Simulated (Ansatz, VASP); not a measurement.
# Cu3N: VASP beside Ansatz

```xyz
4
Lattice="3.8521 0.0000 0.0000 0.0000 3.8521 0.0000 0.0000 0.0000 3.8140" Properties=species:S:1:pos:R:3 pbc="T T T"
Cu    1.9261    0.0000    0.0000
Cu    0.0000    1.9261    0.0000
Cu    0.0000    0.0000    1.9070
N     0.0000    0.0000    0.0000
```

Change from the starting cell: equal xx and yy strain of +1 %.

Alike in both runs: task single point; functional PBEsol; k mesh 10 × 10 × 10; occupations fermi-dirac, width 0.08 eV; no spin polarisation.

|  | VASP | Ansatz |
| --- | --- | --- |
| version | VASP 6.6.1 | Ansatz 0.2.0 |
| potentials or method | VASP PAW PBE potentials, release 64 (Cu, N), cutoff 600 eV | all-electron LAPW, scalar-relativistic |

```csv
,VASP,Ansatz,Ansatz less VASP
pressure (GPa),-6.1,-6.9,-0.80
"traceless stress, the component that is largest in VASP (GPa)",1.14,1.13,-0.015
```

VASP's potentials were made for PBE, not for PBEsol. Ansatz ran all-electron here, and VASP with PAW potentials.
